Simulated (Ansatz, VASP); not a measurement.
# Mg3TiN3 in VASP and in Ansatz

POSCAR

```
Mg3TiN3
1.0
    3.0578158474      1.7654308026      2.5028098887
   -3.0578158474      1.7654308026      2.5028098887
    0.0000000000     -3.5308616052      2.5028098887
Mg Ti N
3 1 3
Direct
    0.5015583004      0.9967231874      0.5015583004
    0.9967231874      0.5015583004      0.5015583004
    0.5015583004      0.5015583004      0.9967231874
    0.0234807710      0.0234807710      0.0234807710
    0.9964211574      0.4839119368      0.9964211574
    0.4839119368      0.9964211574      0.9964211574
    0.9964211574      0.9964211574      0.4839119368
```

File INCAR.step1:

```
  PREC = Accurate
  ENCUT = 520
  ISMEAR = 0
  SIGMA = 0.1
  LREAL = False
  LASPH = True
  NELM = 100
  NBANDS = 26
  GGA = PE
  ALGO = Normal
  EDIFF = 1E-4
  LWAVE = True
  LCHARG = False
```

Contents of INCAR.step2:

```
  PREC = Accurate
  ENCUT = 520
  EDIFF = 1E-6
  ISMEAR = 0
  SIGMA = 0.1
  LREAL = False
  LASPH = True
  NELM = 100
  ALGO = Normal
  ISIF = 2
  LWAVE = False
  LCHARG = False
  METAGGA = R2SCAN
  LMIXTAU = True
  NBANDS = 26
  ISTART = 1
```

KPOINTS

```
Automatic mesh
0
Gamma
  6 6 6
```

Input for Ansatz:

```yaml
crystal:
  lattice:
    - [3.0578158474, 1.7654308026, 2.5028098887]
    - [-3.0578158474, 1.7654308026, 2.5028098887]
    - [0.0, -3.5308616052, 2.5028098887]
  atoms:
    - { symbol: Mg, position: [0.5015583004, 0.9967231874, 0.5015583004] }
    - { symbol: Mg, position: [0.9967231874, 0.5015583004, 0.5015583004] }
    - { symbol: Mg, position: [0.5015583004, 0.5015583004, 0.9967231874] }
    - { symbol: Ti, position: [0.023480771, 0.023480771, 0.023480771] }
    - { symbol: "N", position: [0.9964211574, 0.4839119368, 0.9964211574] }
    - { symbol: "N", position: [0.4839119368, 0.9964211574, 0.9964211574] }
    - { symbol: "N", position: [0.9964211574, 0.9964211574, 0.4839119368] }
basis:
  ecutwfc: 500
kpoints:
  mp_grid: { grid: [6, 6, 6] }
  band_path:
    path:
      - [[0.0, 0.0, 0.0], [0.5, 0.5, 0.5], [0.5016265, 0.4983735, 0.5]]
      - [[0.5, -0.4983735, 0.4983735], [0.5, 0.0, 0.0], [0.0, 0.0, 0.0], [0.49918675, -0.49918675, 0.0]]
      - [[0.50081325, 0.0, 0.49918675], [0.5, 0.0, 0.5], [0.0, 0.0, 0.0]]
    npoints: 14
hamiltonian:
  xc: r2scan
scf:
  occupations: { method: gaussian, width: 0.1 }
  n_extra_bands: 17
output:
  forces: true
  stress: true
  eigenvalues: true
  populations: true
  dos: { projected: true, de: 0.02, nscf_kmesh: { grid: [8, 8, 8] } }
  bader: true
  write_density: true
  write_potential: true
  elf: true
  volumetric_format: npy
```

Alike in both runs: task single point; functional r2SCAN; k mesh 6 × 6 × 6; occupations gaussian, width 0.1 eV; no spin polarisation.

|  | VASP | Ansatz |
| --- | --- | --- |
| version | VASP 6.6.1 | Ansatz 0.2.0 |
| potentials or method | VASP PAW PBE potentials, release 64 (Mg, Ti_sv, N), cutoff 520 eV | scalar-relativistic, plane waves, PAW |
| valence electrons in the cell | 33 | 57 |

Ansatz gave:

* gap on the k mesh at the Fermi level (eV): none
* pressure (GPa): -3.2
* traceless stress, the component that is largest in VASP (GPa): 0.16
* rms of the force components (eV/Å): 0.031

Problem. Estimate VASP's values.

Solution. gap on the k mesh at the Fermi level (eV): none; pressure (GPa): -3.4; traceless stress, the component that is largest in VASP (GPa): 0.12; rms of the force components (eV/Å): 0.011.

VASP's potentials were made for PBE, not for r2SCAN. Atom by atom the forces differ by 0.035 eV/Å (rms over components). A gap of «none» marks a metal or a gap that the smearing closes. The functional is the same, so the differences come from potentials, cutoffs and numerics. VASP's potentials hold 33 valence electrons a cell and Ansatz's 57, so a difference there can come from the potentials and not from the codes.
